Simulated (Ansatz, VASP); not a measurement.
# One calculation of AgI, two programs

File INCAR:

```
PREC = Accurate ; ENCUT = 500
EDIFF = 1E-6 ; ISMEAR = -1
SIGMA = 0.1 ; LREAL = False
LASPH = True ; NELM = 120
ALGO = Normal ; ISIF = 2
LWAVE = False ; LCHARG = False
GGA = PE ; NBANDS = 26
GGA_COMPAT = False
```

Contents of KPOINTS:

```
Automatic mesh
0
Gamma
  7 7 4
```

The input POSCAR:

```
AgI
1.0
    4.6103384200      0.0000000000      0.0000000000
   -2.3051692100      3.9926738700      0.0000000000
    0.0000000000      0.0000000000      7.5436410800
Ag I
2 2
Direct
    0.3333300000      0.6666700000      0.0000000000
    0.6666600000      0.3333300000      0.5000000000
    0.3333300000      0.6666700000      0.3850000000
    0.6666600000      0.3333300000      0.8850000000
```

Input for Ansatz:

```yaml
crystal:
  lattice:
    - [4.61033842, 0.0, 0.0]
    - [-2.30516921, 3.99267387, 0.0]
    - [0.0, 0.0, 7.54364108]
  atoms:
    - { symbol: Ag, position: [0.33333, 0.66667, 0.0] }
    - { symbol: Ag, position: [0.66666, 0.33333, 0.5] }
    - { symbol: I, position: [0.33333, 0.66667, 0.385] }
    - { symbol: I, position: [0.66666, 0.33333, 0.885] }
  symmetry: { tolerance: 0.0003 }
kpoints:
  mp_grid: { grid: [7, 7, 4], shift: [0, 0, 0] }
  band_path:
    path:
      - [0.0, 0.0, 0.0]
      - [0.5, 0.0, 0.0]
      - [0.33333333, 0.33333333, 0.0]
      - [0.0, 0.0, 0.0]
      - [0.0, 0.0, 0.5]
      - [0.5, 0.0, 0.5]
      - [0.33333333, 0.33333333, 0.5]
      - [0.0, 0.0, 0.5]
      - [0.5, 0.0, 0.5]
      - [0.5, 0.0, 0.0]
      - [0.33333333, 0.33333333, 0.5]
    npoints: 6
magnetization:
  spin_polarized: false
scf:
  occupations: { method: fermi_dirac }
  lower_state_search: "off"
  max_iter: 200
hamiltonian:
  pseudopotentials: { kind: paw }
  xc: pbe
basis:
  ecutwfc: 420
  fft_grid_basis: typed
output:
  forces: true
  stress: true
  eigenvalues: true
  bader: true
  populations: true
  elf: true
  write_potential: true
  volumetric_format: npy
  dos:
    e_range: [-12, 8]
    de: 0.05
    projected: { site_lists: { Ag: [Ag], I: [I] } }
checkpoint:
  read: saved_state
```

Alike in both runs: task single point; functional PBE; k mesh 7 × 7 × 4; no spin polarisation.

|  | VASP | Ansatz |
| --- | --- | --- |
| version | VASP 6.6.1 | Ansatz 0.2.0 |
| potentials or method | VASP PAW PBE potentials, release 64 (Ag, I), cutoff 500 eV | PAW plane waves |
| occupations | fermi-dirac, width 0.1 eV | fermi-dirac |
| valence electrons in the cell | 36 | 72 |

```tsv
	VASP	Ansatz	Ansatz less VASP
pressure (GPa)	1.4	1.5	+0.06
traceless stress, the component that is largest in VASP (GPa)	-0.74	-0.75	-0.010
rms of the force components (eV/Å)	0.084	0.085	+0.0008
```

Atom by atom the forces differ by 0.001 eV/Å (rms over components). VASP's potentials hold 36 valence electrons a cell and Ansatz's 72, so a difference there can come from the potentials and not from the codes. Ansatz's warnings: structure snapped to symmetry.

Neither program's run includes spin-orbit coupling.
